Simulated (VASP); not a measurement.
Wanted: the native input for a VASP 6.6.1 run.

- Task: single point
- Functional: PBEsol
- Potentials or basis: VASP PAW PBE potentials, release 64 (Ta_pv)
- Cutoff: 520 eV
- k mesh: 15 × 15 × 8
- Occupations: gaussian, width 0.1 eV
- Spin: no spin polarisation
- Dipole correction: no
- Further INCAR settings: ALGO = Normal; EDIFF = 1e-06; NBANDS = 18

The structure of Ta lies in POSCAR:

```
Ta
1.0
    2.7919851682      0.0000000000      0.0000000000
   -1.3959925841      2.4179300827      0.0000000000
    0.0000000000      0.0000000000      5.2831867806
Ta
2
Direct
    0.6666666700      0.3333333300      0.7616137859
    0.3333333300      0.6666666700      0.2383862141
```

This cell differs from its parent crystal: strained and its atoms moved.

These files were run (other wordings do the same):

INCAR

```
PREC     = Accurate       # precision mode
ENCUT    = 520            # plane-wave cutoff, eV
EDIFF    = 1E-6           # SCF threshold, eV
ISMEAR   = 0              # smearing method
SIGMA    = 0.1            # smearing width, eV
LREAL    = F              # projectors in reciprocal space
LASPH    = T              # aspherical terms in the spheres
NELM     = 100            # most SCF steps
ALGO     = Normal         # electronic algorithm
ISIF     = 2              # what is computed and relaxed
LWAVE    = F              # write WAVECAR
LCHARG   = T              # write CHGCAR
GGA      = PS             # functional
LELF     = T              # ELF
LVHAR    = T            
NBANDS   = 18             # bands
```

KPOINTS

```
Automatic mesh
0
Gamma
  15 15 8
```

Potentials or basis: VASP PAW PBE potentials, release 64 (Ta_pv).

The run is started by

```sh
$ cat potpaw_PBE.64/Ta_pv/POTCAR > POTCAR
$ mpirun -np 1 vasp_std > vasp.out
```

Results of the run:

- Pressure: 5.9 GPa
- Largest force: 1.243 eV/Å
- Band gap on the k mesh: zero (band 11 reaches 7.57 eV, above the bottom of band 12 at 5.09 eV)

Caveat: the cell differs from its parent crystal (strained and its atoms moved); the PAW data sets were made with another functional, which shifts forces and pressure a little; spin-orbit coupling is left out, which moves the levels of the heavy elements.

Wall time 32 s on 1 thread of Intel(R) Xeon(R) 6975P-C (Granite Rapids), on a shared host, peak memory 0.23 GiB.
